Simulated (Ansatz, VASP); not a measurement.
## One calculation of Rh, two programs

```xyz
2
Lattice="-2.3931 2.3931 1.3622 2.3931 -2.3931 1.3622 2.3931 2.3931 -1.3622" Properties=species:S:1:pos:R:3 pbc="T T T"
Rh    0.0000    0.0000    0.0000
Rh    0.0000    2.3931    0.6811
```

Alike in both runs: functional PBE; k mesh 24 × 24 × 24; occupations gaussian, width 0.1 eV; no spin polarisation.

Ansatz relaxed the structure, and its values are those at the end. VASP's run is a single point on that final structure, the one shown.

|  | VASP | Ansatz |
| --- | --- | --- |
| version | VASP 6.6.1 | Ansatz 0.2.0 |
| potentials or method | VASP PAW PBE potentials, release 64 (Rh_pv), cutoff 520 eV | scalar-relativistic, plane waves, PAW |
| valence electrons in the cell | 30 | 34 |

|  | VASP | Ansatz | Ansatz less VASP |
| --- | --- | --- | --- |
| gap on the k mesh at the Fermi level (eV) | none | none | - |
| pressure (GPa) | 0.1 | 0.0 | -0.07 |

A gap of «none» marks a metal or a gap that the smearing closes. VASP's potentials hold 30 valence electrons a cell and Ansatz's 34, so a difference there can come from the potentials and not from the codes.
